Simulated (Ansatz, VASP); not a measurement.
## Os: VASP beside Ansatz

File INCAR:

```
SYSTEM = Os
ALGO = Normal
EDIFF = 1E-6
ENCUT = 500
GGA = CA
GGA_COMPAT = .False.
ISIF = 2
ISMEAR = -1
LASPH = .True.
LCHARG = .False.
LREAL = .False.
LWAVE = .False.
NBANDS = 23
NELM = 120
PREC = Accurate
SIGMA = 0.2
```

The input KPOINTS:

```
k-points
0
Gamma
  13 13 8
  0 0 0
```

File POSCAR:

```
Os
1.0
    2.7175247593      0.0000000000      0.0000000000
   -1.3587623796      2.3534454770      0.0000000000
    0.0000000000      0.0000000000      4.2844606214
Os
2
Direct
    0.3333333333      0.6666666667      0.2500000000
    0.6666666667      0.3333333333      0.7500000000
```

Input for Ansatz:

```yaml
crystal:
  lattice:
    - [2.7175247593, 0.0, 0.0]
    - [-1.3587623796, 2.353445477, 0.0]
    - [0.0, 0.0, 4.2844606214]
  atoms:
    - { symbol: Os, position: [0.3333333333, 0.6666666667, 0.25] }
    - { symbol: Os, position: [0.6666666667, 0.3333333333, 0.75] }
hamiltonian:
  xc: lda
  pseudopotentials:
    kind: paw
    azcp:
      Os: "pseudopotentials/Os.paw.azcp"
basis:
  ecutwfc: 420
  fft_grid_basis: typed
kpoints:
  mp_grid: { grid: [13, 13, 8], shift: [0, 0, 0] }
magnetization:
  spin_polarized: false
scf:
  occupations: { method: fermi_dirac, width: 0.2 }
  lower_state_search: "off"
output:
  stress: true
```

Alike in both runs: task single point; functional LDA; k mesh 13 × 13 × 8; occupations fermi-dirac, width 0.2 eV; no spin polarisation.

|  | VASP | Ansatz |
| --- | --- | --- |
| version | VASP 6.6.1 | Ansatz 0.2.0 |
| potentials or method | VASP PAW LDA potentials, release 64 (Os_sv_GW), cutoff 500 eV | plane waves (420 eV) with PAW, scalar-relativistic |
| valence electrons in the cell | 32 | 32 |

Ansatz gave:

| Item | Value |
| --- | --- |
| pressure (GPa) | 0.6 |
| traceless stress, the component that is largest in VASP (GPa) | 0.36 |

Question: What did VASP give for the same quantities?

Answer: Pressure (GPa): -0.1; traceless stress, the component that is largest in VASP (GPa): 0.52.

Ansatz warns that its potentials were made for another functional, while VASP's fit it. LDA's correlation is that of Perdew and Zunger in VASP and of Perdew and Wang (1992) in Ansatz.

Neither program's run includes spin-orbit coupling.
